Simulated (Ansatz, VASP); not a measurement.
# Two plane-wave programs on AlGa3N4

```xyz
8
Lattice="4.5529 0.0000 0.0000 0.0000 4.5529 0.0000 0.0000 0.0000 4.5529" Properties=species:S:1:pos:R:3 pbc="T T T"
Al    0.0000    0.0000    0.0000
Ga    2.2765    2.2765    0.0000
Ga    2.2765    0.0000    2.2765
Ga    0.0000    2.2765    2.2765
N     3.4391    3.4391    1.1139
N     3.4391    1.1139    3.4391
N     1.1139    3.4391    3.4391
N     1.1139    1.1139    1.1139
```

Alike in both runs: functional r2SCAN; k mesh 6 × 6 × 6; occupations gaussian, width 0.02 eV; no spin polarisation.

Ansatz relaxed the structure, and its values are those at the end. VASP's run is a single point on that final structure, the one shown.

|  | VASP | Ansatz |
| --- | --- | --- |
| version | VASP 6.6.1 | Ansatz 0.2.0 |
| potentials or method | VASP PAW PBE potentials, release 64 (Al, Ga_d, N), cutoff 520 eV | scalar-relativistic, plane waves, PAW |
| valence electrons in the cell | 62 | 62 |

VASP gave:

| Property | Result |
| --- | --- |
| gap on the k mesh at the Fermi level (eV) | 2.40 |
| least direct gap on the mesh (eV) | 2.40 |
| pressure (GPa) | -9.8 |
| rms of the force components (eV/Å) | 0.028 |

Estimate Ansatz's values.

gap on the k mesh at the Fermi level (eV): 2.39; least direct gap on the mesh (eV): 2.39; pressure (GPa): -10.3; rms of the force components (eV/Å): 0.002.

VASP's potentials were made for PBE, not for r2SCAN. Ansatz's warnings: stress scf threshold loose.
